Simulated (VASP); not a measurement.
The system is Mg3BiSb.

```
Mg Sb Bi
1.0
     5.02792    0.00000    0.00000
     0.00000    5.02792    0.00000
     0.00000    0.00000    5.09093
Mg Sb Bi
3 1 1
Direct
  0.50000 0.50000 0.97500
  0.00000 0.50000 0.48500
  0.50000 0.00000 0.48500
  0.50000 0.50000 0.51500
  0.00000 0.00000 0.00000
```

| Item | Value |
| --- | --- |
| Program | VASP 6.6.1 |
| Task | relaxation of cell and atoms |
| Functional | PBE |
| Potentials or basis | VASP PAW PBE potentials, release 64 (Mg, Sb, Bi_d) |
| Cutoff | 600 eV |
| k mesh | 4 × 4 × 4 |
| Occupations | gaussian, width 0.1 eV |
| Spin | no spin polarisation |

At the start: pressure 8.8 GPa; volume 25.74 Å³/atom.

Where does the relaxation end?

Over 41 steps the energy falls by 484.9 meV/atom and the volume is 29.63 Å³/atom (+15.1 %); space group P4mm (No. 99, to 0.1 Å) before and after.

The path:
```
step  energy change (eV)  largest force (eV/Å)  pressure (GPa)  volume (Å³)
   1              0.0000                3.4590            8.84       128.70
   3             -0.7938                0.4716            0.74       149.51
   5             -0.8188                0.2393           -0.08       152.99
   7             -0.8340                0.2693           -0.24       153.65
   9             -0.8590                1.5634            1.62       147.03
  11             -0.8802                0.9206            0.75       149.60
  13             -0.9068                1.0112            0.95       148.94
  15             -1.0000                1.4164            1.90       146.30
  17             -1.0181                1.6629            2.53       144.90
  19             -1.0817                1.6126            2.72       144.58
  21             -1.1427                1.3593            3.94       143.13
  23             -1.2543                1.1825            3.05       144.59
  25             -1.6495                0.4901            0.78       152.81
  27             -1.6597                0.8642            0.15       156.96
  29             -1.7108                0.6747            0.07       156.50
  31             -1.9969                0.4006           -1.13       158.74
  33             -1.8887                1.5559           -2.34       159.87
  35             -2.3521                0.3072           -1.19       154.53
  37             -2.3882                0.3560           -0.11       149.09
  39             -2.4241                0.0921            0.07       147.80
  41             -2.4246                0.0355            0.01       148.13
```

Final structure:
```xyz
5
Lattice="4.6323 0.0000 0.0000 0.0000 4.6323 0.0000 0.0000 0.0000 6.9031" Properties=species:S:1:pos:R:3 pbc="T T T"
Mg    2.3162    2.3162    0.0983
Mg    0.0000    2.3162    2.6247
Mg    2.3162    0.0000    2.6247
Sb    2.3162    2.3162    4.2129
Bi    0.0000    0.0000    0.5178
```

Caveat: the volume moved by over 15 % at a fixed basis, so the end points are rough.
